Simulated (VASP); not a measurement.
# ScRhC6N6 (Fm-3m) in VASP: single point with PBE

Aim: the single point of ScRhC6N6 with PBE.

Everything below comes from runs of VASP 6.6.1. Logs are shortened: lines on timing, memory, paths and dates and some standing lists are left out, and cuts for length are marked.

## Step 1: The cell of the first run

The structure is cubic, space group Fm-3m (No. 225). Conventional cell: a = 10.414 Å, b = 10.414 Å, c = 10.414 Å, α = 90.00°, β = 90.00°, γ = 90.00°. Within 2.8 Å of Sc (site symmetry m-3m) lie 6 N at 2.12 Å. Within 2.5 Å of Rh (site symmetry m-3m) lie 6 C at 1.92 Å. Within 1.6 Å of C (site symmetry 4mm) lie 1 N at 1.17 Å. N (site symmetry 4mm) has 1 C at 1.17 Å within 1.6 Å.

## Step 2: Single point, PBE, collinear spin, ferromagnetic start

The input, INCAR:

```
SYSTEM = ScRhC6N6
ALGO     = Normal         ! electronic algorithm
EDIFF    = 1E-6           ! SCF threshold, eV
ENCUT    = 520            ! plane-wave cutoff, eV
GGA      = PE             ! functional
ISIF     = 2              ! what is computed and relaxed
ISMEAR   = 0              ! smearing method
ISPIN    = 2              ! spin polarisation
LASPH    = .TRUE.         ! aspherical terms in the spheres
LCHARG   = .FALSE.        ! write CHGCAR
LMAXMIX  = 4              ! l up to which the mixer works
LORBIT   = 11             ! projections on sites
LREAL    = .FALSE.        ! projectors in reciprocal space
LWAVE    = .FALSE.        ! write WAVECAR
MAGMOM   = 0 1 0 0 0 0 0 0 0 0 0 0 0 0 ! initial moments
NBANDS   = 57             ! bands
NELM     = 150            ! most SCF steps
PREC     = Accurate       ! precision mode
SIGMA    = 0.1            ! smearing width, eV
```

The input, KPOINTS:

```
k-points
0
G
  4 4 4
  0 0 0
```

The input, POSCAR:

```
ScRhC6N6
1.0
    0.0000000000      5.2070000000      5.2070000000
    5.2070000000      0.0000000000      5.2070000000
    5.2070000000      5.2070000000      0.0000000000
Sc Rh C N
1 1 6 6
Direct
    0.5000000000      0.5000000000      0.5000000000
    0.0000000000      0.0000000000      0.0000000000
    0.8159208800      0.1840791200      0.1840791200
    0.1840791200      0.8159208800      0.1840791200
    0.1840791200      0.1840791200      0.8159208800
    0.1840791200      0.8159208800      0.8159208800
    0.8159208800      0.1840791200      0.8159208800
    0.8159208800      0.8159208800      0.1840791200
    0.7035721100      0.2964278900      0.2964278900
    0.2964278900      0.7035721100      0.2964278900
    0.2964278900      0.2964278900      0.7035721100
    0.2964278900      0.7035721100      0.7035721100
    0.7035721100      0.2964278900      0.7035721100
    0.7035721100      0.7035721100      0.2964278900
```

Potentials or basis: VASP PAW PBE potentials, release 64 (Sc_sv, Rh_pv, C, N).

Run with:

```bash
> cat potpaw_PBE.64/Sc_sv/POTCAR potpaw_PBE.64/Rh_pv/POTCAR potpaw_PBE.64/C/POTCAR potpaw_PBE.64/N/POTCAR > POTCAR
> mpirun -np 1 vasp_std > vasp.out
```

OUTCAR:

```text
SYSTEM = ScRhC6N6
   EDIFF = 1E-6
   ENCUT = 520
   GGA = PE
   ISIF = 2
   ISMEAR = 0
   ISPIN = 2
   LASPH = .TRUE.
   LORBIT = 11
   LREAL = .FALSE.
   NELM = 150
   PREC = Accurate

 ion  position               nearest neighbor table
   1  0.500  0.500  0.500-   9 2.12  10 2.12  11 2.12  12 2.12  13 2.12  14 2.12
   2  0.000  0.000  0.000-   3 1.92   4 1.92   5 1.92   6 1.92   7 1.92   8 1.92
   3  0.816  0.184  0.184-   9 1.17   2 1.92
   4  0.184  0.816  0.184-  10 1.17   2 1.92
   5  0.184  0.184  0.816-  11 1.17   2 1.92
   6  0.184  0.816  0.816-  12 1.17   2 1.92
   7  0.816  0.184  0.816-  13 1.17   2 1.92
   8  0.816  0.816  0.184-  14 1.17   2 1.92
   9  0.704  0.296  0.296-   3 1.17   1 2.12
  10  0.296  0.704  0.296-   4 1.17   1 2.12
  11  0.296  0.296  0.704-   5 1.17   1 2.12
  12  0.296  0.704  0.704-   6 1.17   1 2.12
  13  0.704  0.296  0.704-   7 1.17   1 2.12
  14  0.704  0.704  0.296-   8 1.17   1 2.12

  LATTYP: Found a face centered cubic cell.
 ALAT       =    10.4140000000

  Lattice vectors:

 A1 = (   0.0000000000,   5.2070000000,   5.2070000000)
 A2 = (   5.2070000000,   0.0000000000,   5.2070000000)
 A3 = (   5.2070000000,   5.2070000000,   0.0000000000)

Analysis of symmetry for initial positions (statically):
=====================================================================
 Subroutine PRICEL returns:
 Original cell was already a primitive cell.

 Routine SETGRP: Setting up the symmetry group for a
 face centered cubic supercell.

 Subroutine GETGRP returns: Found 48 space group operations
 (whereof 48 operations were pure point group operations)
 out of a pool of 48 trial point group operations.

The static configuration has the point symmetry O_h .

Analysis of symmetry for dynamics (positions and initial velocities):
=====================================================================
 Subroutine PRICEL returns:
 Original cell was already a primitive cell.

 Routine SETGRP: Setting up the symmetry group for a
 face centered cubic supercell.

 Subroutine GETGRP returns: Found 48 space group operations
 (whereof 48 operations were pure point group operations)
 out of a pool of 48 trial point group operations.

[... 183 lines left out ...]
      1     -49.8713      1.00000
      2     -48.9484      1.00000
      3     -48.9484      1.00000
      4     -48.9484      1.00000
      5     -28.5463      1.00000
      6     -28.5463      1.00000
[... 429 lines left out ...]
     51       4.0328      0.00000
     52       4.3159      0.00000
 Fermi energy:        -2.2899656232

 spin component 2

 k-point     1 :       0.0000    0.0000    0.0000
  band No.  band energies     occupation
      1     -49.8713      1.00000
      2     -48.9484      1.00000
      3     -48.9483      1.00000
      4     -48.9483      1.00000
      5     -28.5463      1.00000
      6     -28.5463      1.00000
[... 429 lines left out ...]
     51       4.0328      0.00000
     52       4.3159      0.00000
 [bands above 52 left out]

------------------------ aborting loop because EDIFF is reached ----------------------------------------

  FORCE on cell =-STRESS in cart. coord.  units (eV):
  Direction    XX          YY          ZZ          XY          YZ          ZX
  --------------------------------------------------------------------------------------
  -------------------------------------------------------------------------------------
  Total       11.5732937     11.5732937     11.5732937      0.0000000      0.0000000      0.0000000
  in kB       65.6711815     65.6711815     65.6711815      0.0000000      0.0000000      0.0000000
  external PRESSURE =      65.6711815 kB  Pullay stress =       0.0000000 kB

 VOLUME and BASIS-vectors are now :
 -----------------------------------------------------------------------------
  energy-cutoff  :      520.00
  volume of cell :      282.35
      direct lattice vectors                 reciprocal lattice vectors
     0.000000000  5.207000000  5.207000000    -0.096024582  0.096024582  0.096024582
     5.207000000  0.000000000  5.207000000     0.096024582 -0.096024582  0.096024582
     5.207000000  5.207000000  0.000000000     0.096024582  0.096024582 -0.096024582

 POSITION                                       TOTAL-FORCE (eV/Angst)
 -----------------------------------------------------------------------------------
      5.20700      5.20700      5.20700        -0.000000     -0.000000      0.000000
      0.00000      0.00000      0.00000        -0.000000     -0.000000      0.000000
      1.91700      5.20700      5.20700         1.931135     -0.000000      0.000000
      5.20700      1.91700      5.20700        -0.000000      1.931135      0.000000
      5.20700      5.20700      1.91700        -0.000000     -0.000000      1.931135
      8.49700      5.20700      5.20700        -1.931135     -0.000000      0.000000
      5.20700      8.49700      5.20700        -0.000000     -1.931135      0.000000
      5.20700      5.20700      8.49700        -0.000000     -0.000000     -1.931135
      3.08700      5.20700      5.20700        -0.924867     -0.000000      0.000000
      5.20700      3.08700      5.20700        -0.000000     -0.924867      0.000000
      5.20700      5.20700      3.08700        -0.000000     -0.000000     -0.924867
      7.32700      5.20700      5.20700         0.924867     -0.000000      0.000000
      5.20700      7.32700      5.20700        -0.000000      0.924867      0.000000
      5.20700      5.20700      7.32700        -0.000000     -0.000000      0.924867
 -----------------------------------------------------------------------------------
    total drift:                                0.000000     -0.000000      0.000000

  FREE ENERGIE OF THE ION-ELECTRON SYSTEM (eV)
  ---------------------------------------------------
  free  energy   TOTEN  =      -119.5691150244 eV

  energy  without entropy=     -119.5691150244  energy(sigma->0) =     -119.56911502

 total charge

# of ion       s       p       d       tot
------------------------------------------
    1        2.226   6.305   0.958   9.489
    2        0.538   6.771   7.192  14.501
    3        0.956   1.654   0.000   2.610
    4        0.956   1.654   0.000   2.610
    5        0.956   1.654   0.000   2.610
    6        0.956   1.654   0.000   2.610
    7        0.956   1.654   0.000   2.610
    8        0.956   1.654   0.000   2.610
    9        1.310   2.609   0.000   3.918
   10        1.310   2.609   0.000   3.918
   11        1.310   2.609   0.000   3.918
   12        1.310   2.609   0.000   3.918
   13        1.310   2.609   0.000   3.918
   14        1.310   2.609   0.000   3.918
--------------------------------------------------
tot         16.360  38.652   8.150  63.162

 magnetization (x)

# of ion       s       p       d       tot
------------------------------------------
    1       -0.000   0.000  -0.000  -0.000
    2       -0.000  -0.000  -0.000  -0.000
    3       -0.000  -0.000   0.000  -0.000
    4       -0.000  -0.000   0.000  -0.000
    5       -0.000  -0.000   0.000  -0.000
    6       -0.000  -0.000   0.000  -0.000
    7       -0.000  -0.000   0.000  -0.000
    8       -0.000  -0.000   0.000  -0.000
    9        0.000   0.000   0.000   0.000
   10        0.000   0.000   0.000   0.000
   11        0.000   0.000   0.000   0.000
   12        0.000   0.000   0.000   0.000
   13        0.000   0.000   0.000   0.000
   14        0.000   0.000   0.000   0.000
--------------------------------------------------
tot         -0.000   0.000  -0.000  -0.000
```

OSZICAR:

```text
N       E                     dE             d eps       ncg     rms          rms(c)
DAV:   1     0.807923257101E+03    0.80792E+03   -0.37130E+04  2040   0.124E+03
DAV:   2    -0.441441835520E+02   -0.85207E+03   -0.81494E+03  2248   0.343E+02
DAV:   3    -0.132388588457E+03   -0.88244E+02   -0.86641E+02  2512   0.126E+02
DAV:   4    -0.137194749015E+03   -0.48062E+01   -0.47510E+01  2888   0.352E+01
DAV:   5    -0.137283683903E+03   -0.88935E-01   -0.88271E-01  2472   0.395E+00    0.429E+01
DAV:   6    -0.124207360492E+03    0.13076E+02   -0.48662E+01  2399   0.537E+01    0.206E+01
DAV:   7    -0.119916013942E+03    0.42913E+01   -0.18262E+01  2454   0.308E+01    0.109E+01
DAV:   8    -0.119687296165E+03    0.22872E+00   -0.29638E+00  2674   0.669E+00    0.537E+00
DAV:   9    -0.119568043152E+03    0.11925E+00   -0.23642E-01  2677   0.393E+00    0.131E+00
DAV:  10    -0.119566721296E+03    0.13219E-02   -0.47788E-02  2543   0.111E+00    0.612E-01
DAV:  11    -0.119567614365E+03   -0.89307E-03   -0.76533E-03  2664   0.417E-01    0.333E-01
DAV:  12    -0.119569025423E+03   -0.14111E-02   -0.11783E-03  2680   0.229E-01    0.107E-01
DAV:  13    -0.119569312818E+03   -0.28739E-03   -0.50931E-04  2624   0.126E-01    0.463E-02
DAV:  14    -0.119569225547E+03    0.87271E-04   -0.25724E-04  2672   0.883E-02    0.206E-02
DAV:  15    -0.119569149113E+03    0.76434E-04   -0.32141E-05  2368   0.280E-02    0.135E-02
DAV:  16    -0.119569123755E+03    0.25358E-04   -0.64856E-06  2192   0.125E-02    0.851E-03
DAV:  17    -0.119569115314E+03    0.84413E-05   -0.23997E-06  1952   0.843E-03    0.162E-03
DAV:  18    -0.119569115024E+03    0.28953E-06   -0.23933E-07  1384   0.311E-03
   1 F= -.11956912E+03 E0= -.11956912E+03  d E =-.498755E-17  mag=     0.0000
```

Run time: 8 min. Hardware: 1 thread of Intel Xeon Platinum 8488C (Sapphire Rapids), shared host; peak memory 0.66 GiB.

What came out:

* Free energy: -119.5691 eV
* Pressure: 6.6 GPa
* Largest force: 1.931 eV/Å
* Band gap on the k mesh: 4.15 eV (least direct gap 4.39 eV)
* Net moment: 0.00 μB per cell
* Valence electrons inside the program's atomic spheres: Sc 9.49; Rh 14.50; C 2.61; N 3.92

Forces on the atoms (eV/Å):
```
Sc   0.000  0.000  0.000
Rh   0.000  0.000  0.000
C    1.931  0.000  0.000
C    0.000  1.931  0.000
C    0.000  0.000  1.931
C   -1.931  0.000  0.000
C    0.000 -1.931  0.000
C    0.000  0.000 -1.931
N   -0.925  0.000  0.000
N    0.000 -0.925  0.000
N    0.000  0.000 -0.925
N    0.925  0.000  0.000
N    0.000  0.925  0.000
N    0.000  0.000  0.925
```

Caveat: the cell stands under pressure; forces of over 1 eV/Å act on the atoms, so gaps and moduli don't describe the material at rest. A k mesh can miss the band edges.
